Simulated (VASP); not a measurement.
**SiAs4: single point with PBE**

SiAs4:

```
Si As
1.0
    -2.98109    2.98109    2.98109
     2.98109   -2.98109    2.98109
     2.98109    2.98109   -2.98109
Si As
1 4
Cartesian
  0.0000 0.0000 0.0000
  1.4905 1.4905 -1.4905
  -1.4905 1.4905 1.4905
  1.4905 1.4905 1.4905
  1.4905 -1.4905 1.4905
```

The cell was generated, and may not be a known phase.

```
Program                : VASP 6.6.1
Task                   : single point
Functional             : PBE
Potentials or basis    : VASP PAW PBE potentials, release 64 (Si, As)
Cutoff                 : 520 eV
k mesh                 : 4 × 4 × 4
Occupations            : gaussian, width 0.1 eV
Spin                   : no spin polarisation
Dipole correction      : no
Further INCAR settings : ALGO = Normal; EDIFF = 1e-07; NBANDS = 20
```

```
Pressure               : 0.6 GPa
Band gap on the k mesh : zero (bands 12 and 13 overlap by 2.62 eV)
```

Levels at points of the mesh, in eV from the Fermi level:
| k point | band 8 | band 9 | band 10 | band 11 | band 12 | band 13 | band 14 | band 15 | band 16 | band 17 |
| --- | --- | --- | --- | --- | --- | --- | --- | --- | --- | --- |
| (0.00, 0.00, 0.00) | -5.12 | -3.61 | -3.61 | -3.61 | 1.70 | 1.70 | 1.70 | 2.22 | 2.22 | 4.35 |
| (0.50, 0.00, 0.00) | -2.72 | -2.04 | -1.89 | -1.55 | -1.29 | 0.01 | 0.44 | 1.23 | 1.29 | 3.11 |
| (0.50, 0.50, 0.50) | -2.71 | -2.71 | -2.71 | 0.97 | 0.97 | 0.97 | 2.93 | 2.93 | 2.93 | 3.16 |

Run time: 32 s on 1 thread of Intel Xeon 8259CL (shared host), peak memory 0.23 GiB.

Caveat: the k points lie up to 0.37 Å⁻¹ apart, too coarse for converged energies and pressures of a metal.
